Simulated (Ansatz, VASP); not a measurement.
# One calculation of Sc3TiSe, two programs

```
Sc Ti Se
1.0
     4.98655    0.00000    0.00000
     0.00000    4.98655    0.00000
     0.00000    0.00000    4.98655
Sc Ti Se
3 1 1
Cartesian
  0.0000 2.4933 2.4933
  2.4933 0.0000 2.4933
  2.4933 2.4933 0.0000
  0.0000 0.0000 0.0000
  2.4933 2.4933 2.4933
```

Change from the starting cell: species swapped into the Mn3GaC type (Pm-3m, No. 221).

Alike in both runs: functional PBE; k mesh 8 × 8 × 8; occupations gaussian, width 0.1 eV; no spin polarisation.

Ansatz relaxed the structure, and its values are those at the end. VASP's run is a single point on that final structure, the one shown.

|  | VASP | Ansatz |
| --- | --- | --- |
| version | VASP 6.6.1 | Ansatz 0.2.0 |
| potentials or method | VASP PAW PBE potentials, release 64 (Sc_sv, Ti_sv, Se), cutoff 520 eV | scalar-relativistic, plane waves, PAW |
| valence electrons in the cell | 51 | 61 |

VASP gave:

| Item | Value |
| --- | --- |
| gap on the k mesh at the Fermi level (eV) | none |
| pressure (GPa) | 0.2 |

Question: Estimate Ansatz's values.

Answer: gap on the k mesh at the Fermi level (eV): none; pressure (GPa): 0.0.

A gap of «none» marks a metal or a gap that the smearing closes. The functional is the same, so the differences come from potentials, cutoffs and numerics. VASP's potentials hold 51 valence electrons a cell and Ansatz's 61, so a difference there can come from the potentials and not from the codes.
